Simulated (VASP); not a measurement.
# PbF2 (Fm-3m) in VASP: single point with HSE06

Aim: the single point of PbF2 with HSE06.

All numbers are computed with VASP 6.6.1; they aren't measurements. Logs are shortened: lines on timing, memory, paths and dates and some standing lists are left out, and cuts for length are marked.

### Step 1. The cell of the first run

Symmetry: Fm-3m, No. 225, cubic system. Conventional cell: a = 5.892 Å, b = 5.892 Å, c = 5.892 Å, α = 90.00°, β = 90.00°, γ = 90.00°. Pb (site symmetry m-3m) has 8 F at 2.55 Å within 3.4 Å. F (site symmetry -43m) has 4 Pb at 2.55 Å and 6 F at 2.95 Å within 3.4 Å.

### Step 2. Single point, HSE06

The input, POSCAR:

```
PbF2
1.0
    0.0000000000      2.9458082836      2.9458082836
    2.9458082836      0.0000000000      2.9458082836
    2.9458082836      2.9458082836      0.0000000000
Pb F
1 2
Direct
    0.0000000000      0.0000000000      0.0000000000
    0.2500000000      0.2500000000      0.2500000000
    0.7500000000      0.7500000000      0.7500000000
```

The input, INCAR.step1:

```
SYSTEM = PbF2
PREC = Accurate
ENCUT = 520
EDIFF = 1E-5
ISMEAR = 0
SIGMA = 0.01
LREAL = .FALSE.
LASPH = .TRUE.
NELM = 120
ALGO = Normal
ISIF = 2
LWAVE = .TRUE.
NBANDS = 21
GGA = PE
GGA_COMPAT = .FALSE.
KPAR = 4
```

The input, INCAR.step2:

```
SYSTEM = PbF2
PREC = Accurate
ENCUT = 520
EDIFF = 1E-6
ISMEAR = 0
SIGMA = 0.01
LREAL = .FALSE.
LASPH = .TRUE.
NELM = 120
ALGO = Normal
ISIF = 2
LWAVE = .FALSE.
LCHARG = .TRUE.
GGA = PE
LHFCALC = .TRUE.
HFSCREEN = 0.2079
PRECFOCK = Normal
LVHAR = .TRUE.
NBANDS = 21
ISTART = 1
GGA_COMPAT = .FALSE.
KPAR = 4
```

The input, KPOINTS:

```
Automatic mesh
0
G
  6 6 6
  0 0 0
```

Potentials or basis: VASP PAW PBE potentials, release 64 (Pb_d, F).

Command:

```sh
$ cat potpaw_PBE.64/Pb_d/POTCAR potpaw_PBE.64/F/POTCAR > POTCAR
$ cp INCAR.step1 INCAR
$ mpirun -np 4 vasp_std > vasp.out
$ cp INCAR.step2 INCAR
$ mpirun -np 4 vasp_std > vasp.out
```

OUTCAR:

```text
SYSTEM = PbF2
   PREC = Accurate
   ENCUT = 520
   EDIFF = 1E-6
   ISMEAR = 0
   LREAL = .FALSE.
   LASPH = .TRUE.
   NELM = 120
   ISIF = 2
   GGA = PE
   LHFCALC = .TRUE.
   HFSCREEN = 0.2079
   PRECFOCK = Normal
   ISTART = 1

 ion  position               nearest neighbor table
   1  0.000  0.000  0.000-   3 2.55   3 2.55   3 2.55   2 2.55   3 2.55   2 2.55   2 2.55   2 2.55

   2  0.250  0.250  0.250-   1 2.55   1 2.55   1 2.55   1 2.55
   3  0.750  0.750  0.750-   1 2.55   1 2.55   1 2.55   1 2.55

  LATTYP: Found a face centered cubic cell.
 ALAT       =     5.8916165672

  Lattice vectors:

 A1 = (   0.0000000000,   2.9458082836,   2.9458082836)
 A2 = (   2.9458082836,   0.0000000000,   2.9458082836)
 A3 = (   2.9458082836,   2.9458082836,   0.0000000000)

Analysis of symmetry for initial positions (statically):
=====================================================================
 Subroutine PRICEL returns:
 Original cell was already a primitive cell.

 Routine SETGRP: Setting up the symmetry group for a
 face centered cubic supercell.

 Subroutine GETGRP returns: Found 48 space group operations
 (whereof 48 operations were pure point group operations)
 out of a pool of 48 trial point group operations.

The static configuration has the point symmetry O_h .

Analysis of symmetry for dynamics (positions and initial velocities):
=====================================================================
 Subroutine PRICEL returns:
 Original cell was already a primitive cell.

 Routine SETGRP: Setting up the symmetry group for a
 face centered cubic supercell.

 Subroutine GETGRP returns: Found 48 space group operations
 (whereof 48 operations were pure point group operations)
 out of a pool of 48 trial point group operations.

The dynamic configuration has the point symmetry O_h .

 Subroutine INISYM returns: Found 48 space group operations
 (whereof 48 operations are pure point group operations),
 and found     1 'primitive' translations

----------------------------------------------------------------------------------------

                                     Primitive cell
[... 84 lines left out ...]
   EDIFF  = 0.1E-05   stopping-criterion for ELM
   LREAL  =      F    real-space projection
   EDIFFG = 0.1E-04   stopping-criterion for IOM
   NSW    =      0    number of steps for IOM
   IBRION =     -1    ionic relax: 0-MD 1-quasi-New 2-CG
   NFREE  =      0    steps in history (QN), initial steepest desc. (CG)
   ISIF   =      2    stress and relaxation
   ISYM   =      3    0-nonsym 1-usesym 2-fastsym
   POTIM  = 0.5000    time-step for ionic-motion
   TEBEG  =    0.0;   TEEND  =   0.0 temperature during run
   PSTRESS=    0.0 pullay stress
   NELECT =      28.0000    total number of electrons
   NUPDOWN=      -1.0000    fix difference up-down
   EMIN   =  10.00;   EMAX   =-10.00  energy-range for DOS
   EFERMI =   0.00;   METHOD = LEGACY
   ISMEAR =     0;   SIGMA  =   0.01  broadening in eV -4-tet -1-fermi 0-gaus
   EFERMI_NEDOS =   21; number of points for ismear=-14 and -15
   IALGO  =     38    algorithm
   IMIX   =      1    mixing-type and parameters
     AMIX     =   0.40;   BMIX     =  1.00
     AMIX_MAG =   1.60;   BMIX_MAG =  1.00
  volume/ion in A,a.u.               =      17.04       115.01
  Fermi-wavevector in a.u.,A,eV,Ry     =   1.339408  2.531115 24.409055  1.794015
  Thomas-Fermi vector in A             =   2.467803
   LORBIT       =      0    0 simple, 1 ext, 2 COOP (PROOUT), +10 PAW based schemes
   GGA     = PE    functional components
   LHFCALC =     T    Hartree Fock is set to
   PRECFOCK=normal    Normal, Fast or Accurate (Low or Medium for compatibility)
   ENCUT4O =  -1.0   cutoff for four orbital integrals eV
   NKREDX  =     1    reduce k-point grid by
   NKREDY  =     1    reduce k-point grid by
   NKREDZ  =     1    reduce k-point grid by
   AEXX    =    0.2500 exact exchange contribution
   HFSCREEN=    0.2079 screening length (either q_TF or 0.3 A-1)
   HFSCREENC=   0.2079 screening length for correlation (either q_TF or 0.3 A-1)
   ENCUTFOCK=  -1.0 apply spherical cutoff to Coloumb kernel
   IVDW    =     0    specifies the selected vdW correction
   LEPSILON=     F    determine dielectric tensor
   LRPA    =     F    only Hartree local field effects (RPA)
 non-spin polarized calculation
 Gauss-broadening in eV      SIGMA  =   0.01
  energy-cutoff  :      520.00
  volume of cell :       51.13
 maximum number of plane-waves:      1411
  NGX = 24; NGY = 24; NGZ = 24

 number of electron      27.9999995 magnetization

 Free energy of the ion-electron system (eV)
  ---------------------------------------------------
  ext. energy  EPLUGINS =         0.00000000
  ---------------------------------------------------
  free energy    TOTEN  =       -17.82326382 eV

  energy without entropy =      -17.82326382  energy(sigma->0) =      -17.82326382

 E-fermi :   1.2827     XC(G=0):  -7.8074

 val. band max:        1.1702361278   @ k =  -0.3333   0.5000   0.1667
 cond. band min:       6.9094152193   @ k =   0.5000   0.5000   0.0000
 fundamental gap:      5.7391790915
 Fermi energy:         1.2827354458

 k-point     1 :       0.0000    0.0000    0.0000
  band No.  band energies     occupation
      1     -22.2848      2.00000
      2     -21.6183      2.00000
      3     -14.4586      2.00000
      4     -14.4586      2.00000
      5     -14.4586      2.00000
      6     -14.3685      2.00000
[... 373 lines left out ...]
     20      18.2865      0.00000
     21      19.5352      0.00000

------------------------ aborting loop because EDIFF is reached ----------------------------------------

  FORCE on cell =-STRESS in cart. coord.  units (eV):
  Direction    XX          YY          ZZ          XY          YZ          ZX
  --------------------------------------------------------------------------------------
  -------------------------------------------------------------------------------------
  Total        0.7238896      0.7238896      0.7238896      0.0000000     -0.0000000      0.0000000
  in kB       22.6850355     22.6850355     22.6850355      0.0000000     -0.0000000      0.0000000
  external PRESSURE =      22.6850355 kB  Pullay stress =       0.0000000 kB

 VOLUME and BASIS-vectors are now :
 -----------------------------------------------------------------------------
  energy-cutoff  :      520.00
  volume of cell :       51.13
      direct lattice vectors                 reciprocal lattice vectors
     0.000000000  2.945808284  2.945808284    -0.169732702  0.169732702  0.169732702
     2.945808284  0.000000000  2.945808284     0.169732702 -0.169732702  0.169732702
     2.945808284  2.945808284  0.000000000     0.169732702  0.169732702 -0.169732702

 POSITION                                       TOTAL-FORCE (eV/Angst)
 -----------------------------------------------------------------------------------
      0.00000      0.00000      0.00000         0.000000      0.000000      0.000000
      1.47290      1.47290      1.47290         0.000000     -0.000000      0.000000
      4.41871      4.41871      4.41871        -0.000000     -0.000000     -0.000000
 -----------------------------------------------------------------------------------
    total drift:                               -0.000005     -0.000002     -0.000005

  FREE ENERGIE OF THE ION-ELECTRON SYSTEM (eV)
  ---------------------------------------------------
  free  energy   TOTEN  =       -17.8232638164 eV

  energy  without entropy=      -17.8232638164  energy(sigma->0) =      -17.82326382
```

OSZICAR.step1:

```text
N       E                     dE             d eps       ncg     rms          rms(c)
DAV:   1     0.300838211917E+03    0.30084E+03   -0.14933E+04   672   0.153E+03
DAV:   2     0.108627297855E+02   -0.28998E+03   -0.27336E+03   734   0.433E+02
DAV:   3    -0.154523461494E+02   -0.26315E+02   -0.26016E+02   767   0.139E+02
DAV:   4    -0.161867918429E+02   -0.73445E+00   -0.73381E+00   800   0.243E+01
DAV:   5    -0.162128958861E+02   -0.26104E-01   -0.26103E-01   842   0.481E+00    0.797E+00
DAV:   6    -0.143147532637E+02    0.18981E+01   -0.85271E+00   911   0.233E+01    0.260E+00
DAV:   7    -0.143170575273E+02   -0.23043E-02   -0.44384E-01   722   0.408E+00    0.155E+00
DAV:   8    -0.143160584773E+02    0.99905E-03   -0.10137E-01   712   0.354E+00    0.560E-01
DAV:   9    -0.143123457508E+02    0.37127E-02   -0.19966E-02   891   0.110E+00    0.101E-01
DAV:  10    -0.143134725682E+02   -0.11268E-02   -0.14796E-03   697   0.299E-01    0.319E-02
DAV:  11    -0.143134701163E+02    0.24519E-05   -0.11596E-04   783   0.905E-02    0.896E-03
DAV:  12    -0.143134788634E+02   -0.87472E-05   -0.16800E-05   684   0.276E-02
   1 F= -.14313479E+02 E0= -.14313479E+02  d E =-.592528E-50
```

Wall time 26 min (4 MPI ranks of Intel Xeon Platinum 8259CL at 2.50GHz (Skylake/Cascade Lake), shared host); peak memory 0.29 GiB.

Results:

```
Free energy            : -17.8233 eV
Pressure               : 2.3 GPa
Band gap on the k mesh : 5.74 eV (least direct gap 5.84 eV)
```

Levels at points of the mesh, in eV from the valence-band top:
```csv
k point,band 10,band 11,band 12,band 13,band 14,band 15,band 16,band 17,band 18,band 19
"(0.00, 0.00, 0.00)",-3.26,-3.26,-2.71,-2.71,-2.71,8.23,8.23,8.23,12.01,16.75
"(0.50, 0.00, 0.00)",-3.45,-3.45,-2.90,-2.90,-0.10,6.29,9.24,9.24,14.68,15.33
"(0.50, 0.50, 0.00)",-4.37,-2.27,-2.26,-2.26,-0.10,5.74,9.50,9.50,10.21,15.90
```

Caveat: the PAW data sets were made with another functional, which shifts forces and pressure a little; spin-orbit coupling is left out, which moves the levels of the heavy elements. A k mesh can miss the band edges.
